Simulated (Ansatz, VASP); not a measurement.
## One calculation of Fe, two programs

```
CELL_PARAMETERS angstrom
0.00000 1.90244 1.92533
1.46811 0.00000 1.92533
1.46811 1.90244 0.00000
ATOMIC_POSITIONS crystal
Fe 0.00000 0.00000 0.00000
```

Change from the starting cell: volume scaled by 0.9405.

Alike in both runs: task single point; functional LDA; k mesh 16 × 16 × 16; occupations fermi-dirac, width 0.05 eV; collinear spin.

|  | VASP | Ansatz |
| --- | --- | --- |
| version | VASP 6.6.1 | Ansatz 0.2.0 |
| potentials or method | VASP PAW LDA potentials, release 64 (Fe), cutoff 600 eV | all-electron LAPW, scalar-relativistic |

```csv
,VASP,Ansatz,Ansatz less VASP
pressure (GPa),-8.6,-7.6,+0.98
"traceless stress, the component that is largest in VASP (GPa)",-6.79,-6.84,-0.053
net moment per atom (μB),1.99,2.03,+0.039
size of the moment on the site where the two differ most (μB),1.96,2.05,+0.092
```

LDA's correlation is that of Perdew and Zunger in VASP and of Perdew and Wang (1992) in Ansatz. Site moments also hang on the region over which each program counts them. Ansatz ran all-electron here, and VASP with PAW potentials.
